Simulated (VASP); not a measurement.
Wanted: the native input for a VASP 6.6.1 run.

| Quantity | Value |
| --- | --- |
| Task | single point |
| Functional | PBE |
| Potentials or basis | VASP PAW PBE potentials, release 64 (Ti_sv, Te) |
| Cutoff | 520 eV |
| k mesh | 6 × 6 × 1 |
| Occupations | methfessel-paxton, width 0.15 eV |
| Spin | no spin polarisation |
| Dipole correction | yes |
| Further INCAR settings | ALGO = Normal; EDIFF = 1e-06; NBANDS = 33 |

The structure of TiTe2 lies in POSCAR:

```
TiTe2
1.0
    3.7770000000      0.0000000000      0.0000000000
   -1.8885000000      3.2709779501      0.0000000000
    0.0000000000      0.0000000000     25.2883256000
Ti Te
2 4
Direct
    0.0000000000      0.0000000000      0.2768075716
    0.0000000000      0.0000000000      0.5337640860
    0.6666670000      0.3333330000      0.3443357436
    0.3333330000      0.6666670000      0.4662359140
    0.6666670000      0.3333330000      0.6012922580
    0.3333330000      0.6666670000      0.7231924284
```

One way to write it, as run:

INCAR

```
SYSTEM = TiTe2
PREC = Accurate
ENCUT = 520
EDIFF = 1E-6
ISMEAR = 1
SIGMA = 0.15
LREAL = .False.
LASPH = .True.
NELM = 100
ALGO = Normal
ISIF = 2
LWAVE = .False.
LCHARG = .True.
LDIPOL = .True.
IDIPOL = 3
DIPOL = 0.5 0.5 0.491
GGA = PE
LELF = .True.
LVHAR = .True.
LVACPOTAV = .True.
NBANDS = 33
```

KPOINTS

```
regular mesh
0
Gamma
  6 6 1
  0 0 0
```

Potentials or basis: VASP PAW PBE potentials, release 64 (Ti_sv, Te).

Run with:

```console
$ cat potpaw_PBE.64/Ti_sv/POTCAR potpaw_PBE.64/Te/POTCAR > POTCAR
$ mpirun -np 1 vasp_std > vasp.out
```

Results of the run:

```json
{"Largest force": "0.954 eV/Å", "Band gap on the k mesh": "zero (band 24 reaches 1.83 eV, above the bottom of band 25 at 1.13 eV)"}
```

Caveat: spin-orbit coupling is left out, which moves the levels of the heavy elements.

It took 3.7 min on 1 thread of Intel(R) Xeon(R) Platinum 8375C CPU @ 2.90GHz (Ice Lake), with other jobs on the host, peak memory 0.41 GiB.
